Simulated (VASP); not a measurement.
Here is a VASP 6.6.1 calculation.

INCAR

```
SYSTEM = CuO
PREC = Accurate ; ENCUT = 600
EDIFF = 1E-6 ; ISMEAR = 0
SIGMA = 0.1 ; LREAL = .False.
LASPH = .True. ; NELM = 120
ALGO = Normal ; ISIF = 2
LWAVE = .False. ; LCHARG = .True.
GGA = LIBXC ; LIBXC1 = GGA_X_PBE_R
LIBXC2 = GGA_C_LYP ; LELF = .True.
LVHAR = .True. ; NBANDS = 25
GGA_COMPAT = .False.
```

The input KPOINTS:

```
Automatic mesh
0
Gamma
  12 12 7
  0.5 0.5 0.5
```

POSCAR

```
CuO
1.0
    2.1189549763     -2.1221887801      0.1664180506
    2.1189549763      2.1221887801      0.1664180506
   -0.4096967109      0.0000000000      5.2127865977
Cu O
2 2
Direct
    0.0000000000      0.5000000000      0.0000000000
    0.5000000000      0.0000000000      0.5000000000
    0.5000149964      0.4999850036      0.2500000000
    0.4999850036      0.5000149964      0.7500000000
```

Potentials or basis: VASP PAW PBE potentials, release 64 (Cu, O).

Launch:

```bash
$ cat potpaw_PBE.64/Cu/POTCAR potpaw_PBE.64/O/POTCAR > POTCAR
$ mpirun -np 1 vasp_std > vasp.out
```

(1) Estimate the band gap on the k mesh.

(2) Estimate the pressure.

## Answers

(1) zero (bands 17 and 18 overlap by 1.06 eV).

(2) 2.4 GPa.

Caveat: the PAW data sets were made with another functional, which shifts forces and pressure a little; semilocal functionals often make such compounds metallic where correlation or magnetic order opens a gap, which also shifts bond lengths.
